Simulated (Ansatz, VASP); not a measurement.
# Two plane-wave programs on Al8N

File INCAR:

```
SYSTEM = Al8N
PREC     = Accurate       ! precision mode
ENCUT    = 520            ! plane-wave cutoff, eV
EDIFF    = 1E-6           ! SCF threshold, eV
ISMEAR   = 0              ! smearing method
SIGMA    = 0.1            ! smearing width, eV
LREAL    = .FALSE.        ! projectors in reciprocal space
LASPH    = .TRUE.         ! aspherical terms in the spheres
NELM     = 60             ! most SCF steps
ALGO     = Normal         ! electronic algorithm
ISIF     = 2              ! what is computed and relaxed
LWAVE    = .FALSE.        ! write WAVECAR
LCHARG   = .FALSE.        ! write CHGCAR
LDIPOL   = .TRUE.       
IDIPOL   = 3            
DIPOL    = 0.5 0.5 0.397
GGA      = PE             ! functional
NBANDS   = 24             ! bands
```

The input KPOINTS:

```
regular mesh
0
G
  9 9 1
  0 0 0
```

The input POSCAR:

```
Al8N
1.0
    2.8543223330      0.0000000000      0.0000000000
   -1.4271611665      2.4719156510      0.0000000000
    0.0000000000      0.0000000000     33.4760593533
Al N
8 1
Direct
    0.3333333333      0.6666666667      0.1194883770
    0.0000000000      0.0000000000      0.1895622803
    0.6666666667      0.3333333333      0.2596361837
    0.0000000000      0.0000000000      0.3297100869
    0.3333333333      0.6666666667      0.3992195594
    0.0000000000      0.0000000000      0.4696536480
    0.6666666667      0.3333333333      0.5400996810
    0.0000000000      0.0000000000      0.6116627748
    0.2222222222     -0.2222222222      0.6507952183
```

Input for Ansatz:

```yaml
crystal:
  lattice:
    - [2.854322333, 0.0, 0.0]
    - [-1.4271611665, 2.471915651, 0.0]
    - [0.0, 0.0, 33.4760593533]
  atoms:
    - { symbol: Al, position: [0.3333333333, 0.6666666667, 0.119488377] }
    - { symbol: Al, position: [0.0, 0.0, 0.1895622803] }
    - { symbol: Al, position: [0.6666666667, 0.3333333333, 0.2596361837] }
    - { symbol: Al, position: [0.0, 0.0, 0.3297100869] }
    - { symbol: Al, position: [0.3333333333, 0.6666666667, 0.3992195594] }
    - { symbol: Al, position: [0.0, 0.0, 0.469653648] }
    - { symbol: Al, position: [0.6666666667, 0.3333333333, 0.540099681] }
    - { symbol: Al, position: [0.0, 0.0, 0.6116627748] }
    - { symbol: "N", position: [0.2222222222, -0.2222222222, 0.6507952183] }
basis:
  ecutwfc: 420
kpoints:
  mp_grid: { grid: [9, 9, 1] }
hamiltonian:
  xc: pbe
scf:
  occupations: { method: gaussian, width: 0.1 }
output:
  forces: true
  eigenvalues: true
efield:
  axis: 3
  dipole_correction: true
  ramp_width: 0.04
```

Alike in both runs: task single point; functional PBE; k mesh 9 × 9 × 1; occupations gaussian, width 0.1 eV; no spin polarisation.

|  | VASP | Ansatz |
| --- | --- | --- |
| version | VASP 6.6.1 | Ansatz 0.2.0 |
| potentials or method | VASP PAW PBE potentials, release 64 (Al, N), cutoff 520 eV | scalar-relativistic, plane waves, PAW |
| valence electrons in the cell | 29 | 29 |

Ansatz gave:

| Item | Value |
| --- | --- |
| gap on the k mesh at the Fermi level (eV) | none |
| rms of the force components (eV/Å) | 0.977 |

Which values does VASP return?

gap on the k mesh at the Fermi level (eV): none; rms of the force components (eV/Å): 0.982.

Atom by atom the forces differ by 0.009 eV/Å (rms over components). A gap of «none» marks a metal or a gap that the smearing closes.
